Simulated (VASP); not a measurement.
K8Ag3Rh4F24 (a cell with a defect), 39 atoms in the cell. The cell holds a defect, 39 atoms: a = 8.930 Å, b = 8.930 Å, c = 8.930 Å, α = 90.00°, β = 90.00°, γ = 90.00°. 

```yaml
Program: VASP 6.6.1
Task: single point
Functional: LDA
Potentials_or_basis: VASP PAW LDA potentials, release 64 (K_sv, Ag, Rh_pv, F)
Cutoff: 520 eV
k_mesh: 1 × 1 × 1
Occupations: fermi-dirac, width 0.05 eV
Spin: no spin polarisation
Dipole_correction: no
Further_INCAR_settings: LREAL = Auto; ALGO = Normal; EDIFF = 1e-07; NBANDS = 192
```

Potentials or basis: VASP PAW LDA potentials, release 64 (K_sv, Ag, Rh_pv, F).

The run is started by

```console
$ cat potpaw_LDA.64/K_sv/POTCAR potpaw_LDA.64/Ag/POTCAR potpaw_LDA.64/Rh_pv/POTCAR potpaw_LDA.64/F/POTCAR > POTCAR
$ mpirun -np 1 vasp_gam > vasp.out
```

Hardware: 1 thread of Oxide Virtual Turin-like Processor, with other jobs on the host.

Q: Estimate the wall time of this run.

A: Run time: 7 min on 1 thread of Oxide Virtual Turin-like Processor (shared host), peak memory 0.52 GiB. Counts: scf iterations 35, k points 1.
